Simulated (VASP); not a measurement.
# W (Fd-3m) in VASP: notebook, part 2 of 2

VASP 6.6.1. The steps go on from the part before.

### Step 4. Single point, PBEsol (24.82 Å³/atom)

This run uses another cell than the first one, of 24.82 Å³/atom.

File INCAR:

```
SYSTEM = W
PREC = Accurate
ENCUT = 520
EDIFF = 1E-7
ISMEAR = -1
SIGMA = 0.1
LREAL = .FALSE.
LASPH = .TRUE.
NELM = 100
ALGO = Normal
ISIF = 2
LWAVE = .FALSE.
LCHARG = .FALSE.
GGA = PS
NBANDS = 21
```

File KPOINTS:

```
Automatic mesh
0
G
  11 11 11
  0 0 0
```

File POSCAR:

```
W
1.0
    0.0000000000      2.9171379000      2.9171379000
    2.9171379000      0.0000000000      2.9171379000
    2.9171379000      2.9171379000      0.0000000000
W
2
Direct
    0.1250000000      0.1250000000      0.1250000000
    0.8750000000      0.8750000000      0.8750000000
```

Potentials or basis: VASP PAW PBE potentials, release 64 (W_sv).

On the command line:

```sh
$ cat potpaw_PBE.64/W_sv/POTCAR > POTCAR
$ mpirun -np 1 vasp_std > vasp.out
```

OUTCAR:

```text
SYSTEM = W
   PREC = Accurate
   ENCUT = 520
   EDIFF = 1E-7
   ISMEAR = -1
   LREAL = .FALSE.
   LASPH = .TRUE.
   NELM = 100
   ISIF = 2
   GGA = PS

 ion  position               nearest neighbor table
   1  0.125  0.125  0.125-   2 2.53   2 2.53   2 2.53   2 2.53
   2  0.875  0.875  0.875-   1 2.53   1 2.53   1 2.53   1 2.53

  LATTYP: Found a face centered cubic cell.
 ALAT       =     5.8342758000

  Lattice vectors:

 A1 = (   0.0000000000,   2.9171379000,   2.9171379000)
 A2 = (   2.9171379000,   0.0000000000,   2.9171379000)
 A3 = (   2.9171379000,   2.9171379000,   0.0000000000)

Analysis of symmetry for initial positions (statically):
=====================================================================
 Subroutine PRICEL returns:
 Original cell was already a primitive cell.

 Routine SETGRP: Setting up the symmetry group for a
 face centered cubic supercell.

 Subroutine GETGRP returns: Found 48 space group operations
 (whereof 12 operations were pure point group operations)
 out of a pool of 48 trial point group operations.

The static configuration has the point symmetry D_3d.
 The point group associated with its full space group is O_h .
[... 157 lines left out ...]
  free energy    TOTEN  =       -21.97317319 eV

  energy without entropy =      -21.87986184  energy(sigma->0) =      -21.92651752

 E-fermi :   5.0173     XC(G=0): -10.9181

 val. band max:        5.0046424913   @ k =   0.3636   0.0909   0.0000
 cond. band min:       5.0209693722   @ k =   0.3636   0.2727   0.0909
 fundamental gap:      0.0163268809
 Fermi energy:         5.0172595465

 k-point     1 :       0.0000    0.0000    0.0000
  band No.  band energies     occupation
      1     -68.1210      2.00000
      2     -67.8100      2.00000
      3     -32.6901      2.00000
      4     -32.6901      2.00000
      5     -32.6901      2.00000
      6     -31.7874      2.00000
[... 565 lines left out ...]
     20      13.1690      0.00000
     21      13.7945      0.00000

 [... further k-points ...]

------------------------ aborting loop because EDIFF is reached ----------------------------------------

  FORCE on cell =-STRESS in cart. coord.  units (eV):
  Direction    XX          YY          ZZ          XY          YZ          ZX
  --------------------------------------------------------------------------------------
  -------------------------------------------------------------------------------------
  Total       -1.3069385     -1.3069385     -1.3069385      0.0000000      0.0000000      0.0000000
  in kB      -42.1759496    -42.1759496    -42.1759496      0.0000000      0.0000000      0.0000000
  external PRESSURE =     -42.1759496 kB  Pullay stress =       0.0000000 kB

 VOLUME and BASIS-vectors are now :
 -----------------------------------------------------------------------------
  energy-cutoff  :      520.00
  volume of cell :       49.65
      direct lattice vectors                 reciprocal lattice vectors
     0.000000000  2.917137900  2.917137900    -0.171400879  0.171400879  0.171400879
     2.917137900  0.000000000  2.917137900     0.171400879 -0.171400879  0.171400879
     2.917137900  2.917137900  0.000000000     0.171400879  0.171400879 -0.171400879

 POSITION                                       TOTAL-FORCE (eV/Angst)
 -----------------------------------------------------------------------------------
      0.72928      0.72928      0.72928         0.000000      0.000000      0.000000
      5.10499      5.10499      5.10499        -0.000000     -0.000000     -0.000000
 -----------------------------------------------------------------------------------
    total drift:                                0.000000      0.000000     -0.000000

  FREE ENERGIE OF THE ION-ELECTRON SYSTEM (eV)
  ---------------------------------------------------
  free  energy   TOTEN  =       -21.9731731913 eV

  energy  without entropy=      -21.8798618409  energy(sigma->0) =      -21.92651752
```

stdout:

```text
POSCAR found type information on POSCAR W
 POSCAR found :  1 types and       2 ions
 scaLAPACK will be used
 -----------------------------------------------------------------------------
|                                                                             |
|                                                                             |
|     You enforced a specific xc type in the INCAR file but a different       |
|     I HOPE YOU KNOW WHAT YOU ARE DOING!                                     |
|                                                                             |
 -----------------------------------------------------------------------------

 LDA part: xc-table for (Slater+PW92), standard interpolation
 POSCAR, INCAR and KPOINTS ok, starting setup
 FFT: planning ... GRIDC
 FFT: planning ... GRID_SOFT
 FFT: planning ... GRID
 WAVECAR not read
 entering main loop
```

It took 29 s on 1 thread of Intel Xeon Platinum 8488C (Sapphire Rapids), shared host; peak memory 0.2 GiB.

Results:

* Free energy: -21.9732 eV
* Pressure: -4.2 GPa
* Band gap on the k mesh: zero (bands 14 and 15 overlap by 1.01 eV)

Caveat: the cell stands under tension; the PAW data sets were made with another functional, which shifts forces and pressure a little; spin-orbit coupling is left out, which moves the levels of the heavy elements.

### Step 5. Single point, PBEsol (25.78 Å³/atom)

This run uses another cell than the first one, of 25.78 Å³/atom.

File INCAR:

```
ALGO     = Normal         # electronic algorithm
EDIFF    = 1E-6           # SCF threshold, eV
ENCUT    = 520            # plane-wave cutoff, eV
GGA      = PS             # functional
ISIF     = 2              # what is computed and relaxed
ISMEAR   = -1             # smearing method
LASPH    = True           # aspherical terms in the spheres
LCHARG   = False          # write CHGCAR
LREAL    = False          # projectors in reciprocal space
LWAVE    = False          # write WAVECAR
NBANDS   = 21             # bands
NELM     = 80             # most SCF steps
PREC     = Accurate       # precision mode
SIGMA    = 0.1            # smearing width, eV
```

File KPOINTS:

```
k-points
0
Gamma
  11 11 11
```

File POSCAR:

```
W
1.0
    0.0000000000      2.9540676166      2.9540676166
    2.9540676166      0.0000000000      2.9540676166
    2.9540676166      2.9540676166      0.0000000000
W
2
Direct
    0.1250000000      0.1250000000      0.1250000000
    0.8750000000      0.8750000000      0.8750000000
```

On the command line:

```sh
$ cat potpaw_PBE.64/W_sv/POTCAR > POTCAR
$ mpirun -np 1 vasp_std > vasp.out
```

It took 29 s on 1 thread of Intel Xeon Platinum 8488C (Sapphire Rapids), shared host; peak memory 0.2 GiB.

Results (log left out):

- Free energy: -21.8987 eV
- Pressure: -8.3 GPa
- Band gap on the k mesh: zero (bands 14 and 15 overlap by 1.01 eV)

Levels at points of the mesh, in eV from the Fermi level:
```csv
k point,band 11,band 12,band 13,band 14,band 15,band 16,band 17,band 18
"(0.00, 0.00, 0.00)",-1.71,-1.03,-1.03,-1.03,1.49,1.49,1.49,5.01
```

Caveat: the cell stands under tension; the PAW data sets were made with another functional, which shifts forces and pressure a little; spin-orbit coupling is left out, which moves the levels of the heavy elements.

### Step 6. Single point, PBEsol (26.73 Å³/atom)

This run uses another cell than the first one, of 26.73 Å³/atom.

File INCAR:

```
PREC = Accurate ; ENCUT = 520
EDIFF = 1E-6 ; ISMEAR = -1
SIGMA = 0.1 ; LREAL = False
LASPH = True ; NELM = 60
ALGO = Normal ; ISIF = 2
LWAVE = False ; LCHARG = False
GGA = PS ; NBANDS = 21
```

File KPOINTS:

```
Automatic mesh
0
Gamma
  11 11 11
```

File POSCAR:

```
W
1.0
    0.0000000000      2.9900963822      2.9900963822
    2.9900963822      0.0000000000      2.9900963822
    2.9900963822      2.9900963822      0.0000000000
W
2
Direct
    0.1250000000      0.1250000000      0.1250000000
    0.8750000000      0.8750000000      0.8750000000
```

Potentials or basis: VASP PAW PBE potentials, release 64 (W_sv).

On the command line:

```sh
$ cat potpaw_PBE.64/W_sv/POTCAR > POTCAR
$ mpirun -np 1 vasp_std > vasp.out
```

Run time: 25 s. Hardware: 1 thread of Intel Xeon Platinum 8488C (Sapphire Rapids), shared host; peak memory 0.19 GiB.

The run converged. Its results:

| Item | Value |
| --- | --- |
| Free energy | -21.7806 eV |
| Pressure | -11.6 GPa |
| Band gap on the k mesh | zero (bands 14 and 15 overlap by 1.01 eV) |

Levels at points of the mesh, in eV from the Fermi level:
| k point | band 10 | band 11 | band 12 | band 13 | band 14 | band 15 | band 16 | band 17 | band 18 | band 19 |
| --- | --- | --- | --- | --- | --- | --- | --- | --- | --- | --- |
| (0.00, 0.00, 0.00) | -1.60 | -1.60 | -0.99 | -0.99 | -0.99 | 1.45 | 1.45 | 1.45 | 4.79 | 4.79 |

Caveat: the cell stands under tension; the PAW data sets were made with another functional, which shifts forces and pressure a little; spin-orbit coupling is left out, which moves the levels of the heavy elements.

### Step 7. Summary

| cell | gap on the mesh (eV) | pressure (GPa) |
| --- | --- | --- |
| a = 4.017 Å, angles 60.0°, 2 atoms | none | 6.6 |
| a = 4.072 Å, angles 60.0°, 2 atoms | none | 0.6 |
| a = 4.125 Å, angles 60.0°, 2 atoms | none | -4.2 |
| a = 4.178 Å, angles 60.0°, 2 atoms | none | -8.3 |
| a = 4.229 Å, angles 60.0°, 2 atoms | none | -11.6 |

Alike in all rows: task single point; level PBEsol; potentials or basis VASP PAW PBE potentials, release 64 (W_sv); no spin polarisation; k mesh 11 × 11 × 11; cutoff (eV) 520; smearing fermi-dirac 0.1 eV.

Caveats: the PAW data sets were made with another functional, which shifts forces and pressure a little; spin-orbit coupling is left out, which moves the levels of the heavy elements; the cell stands under tension (at least some runs); the cell stands under pressure (at least some runs).

Absolute energies hang on the potentials; compare differences alone.
